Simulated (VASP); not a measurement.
# BiSe4: relaxation of cell and atoms with PBE

The system is BiSe4.

```
CELL_PARAMETERS angstrom
5.21360 0.00000 0.00000
0.00000 5.21360 0.00000
0.00000 0.00000 5.21360
ATOMIC_POSITIONS crystal
Bi 0.00000 0.00000 0.00000
Se 0.30715 0.69285 0.69285
Se 0.69285 0.30715 0.69285
Se 0.69285 0.69285 0.30715
Se 0.30715 0.30715 0.30715
```

The cell was built from a structure type or drawn by symmetry, and may not be a known phase.

* Program: VASP 6.6.1
* Task: relaxation of cell and atoms
* Functional: PBE
* Potentials or basis: VASP PAW PBE potentials, release 64 (Bi_d, Se)
* Cutoff: 600 eV
* k mesh: 8 × 8 × 8
* Occupations: gaussian, width 0.1 eV
* Spin: no spin polarisation
* Dipole correction: no
* Further INCAR settings: ALGO = Normal; EDIFF = 1e-06; IBRION = 2; EDIFFG = -0.01; NSW = 100; ISIF = 3

* Relaxed volume: 28.41 Å³/atom
* Relaxed cell: a = 5.218 Å, b = 5.218 Å, c = 5.218 Å, α = 90.00°, β = 90.00°, γ = 90.00°
* Space group after relaxing (to 0.1 Å): P-43m (No. 215)
* Energy gained by relaxing: 0.2 meV/atom
* Ionic steps: 7
* Pressure after relaxing: 0.0 GPa
* Largest force after relaxing: 0.004 eV/Å
* Band gap on the k mesh: zero (an odd number of electrons rules out a gap without spin polarisation)

Forces in eV/Å, atoms in the order of the input:
```
Bi   0.000  0.000  0.000
Se  -0.002  0.002  0.002
Se   0.002 -0.002  0.002
Se   0.002  0.002 -0.002
Se  -0.002 -0.002 -0.002
```

Step by step:
| step | energy change (eV) | largest force (eV/Å) | pressure (GPa) | volume (Å³) |
| --- | --- | --- | --- | --- |
| 1 | 0.0000 | 0.0690 | 0.17 | 141.71 |
| 2 | -0.0009 | 0.0345 | -0.03 | 142.33 |
| 3 | -0.0009 | 0.0210 | -0.13 | 142.58 |
| 4 | -0.0009 | 0.0266 | -0.13 | 142.48 |
| 5 | -0.0009 | 0.0320 | -0.09 | 142.38 |
| 6 | -0.0012 | 0.0141 | -0.02 | 142.17 |
| 7 | -0.0012 | 0.0040 | 0.00 | 142.03 |

Final structure:
```
Bi Se
1.0
     5.21750    0.00000    0.00000
     0.00000    5.21750    0.00000
     0.00000    0.00000    5.21750
Bi Se
1 4
Direct
  0.00000 0.00000 0.00000
  0.30634 0.69366 0.69366
  0.69366 0.30634 0.69366
  0.69366 0.69366 0.30634
  0.30634 0.30634 0.30634
```

Levels at points of the mesh, in eV from the Fermi level:
| k point | band 16 | band 17 | band 18 | band 19 | band 20 | band 21 | band 22 | band 23 |
| --- | --- | --- | --- | --- | --- | --- | --- | --- |
| (0.00, 0.00, 0.00) | -3.02 | -0.32 | -0.32 | -0.32 | -0.16 | -0.16 | -0.16 | 2.79 |
| (0.50, 0.00, 0.00) | -2.05 | -1.30 | -0.64 | -0.64 | 0.01 | 0.01 | 1.03 | 1.97 |
| (0.50, 0.50, 0.00) | -2.59 | -2.59 | -0.88 | 0.16 | 0.16 | 0.96 | 1.74 | 1.86 |
| (0.50, 0.50, 0.50) | -0.70 | -0.47 | -0.47 | -0.47 | 0.72 | 0.72 | 0.72 | 2.85 |

Wall time 4 min on 1 thread of Intel(R) Xeon(R) 6975P-C (Granite Rapids) (shared host), peak memory 0.34 GiB.

Caveat: spin-orbit coupling is left out, which moves the levels of the heavy elements.
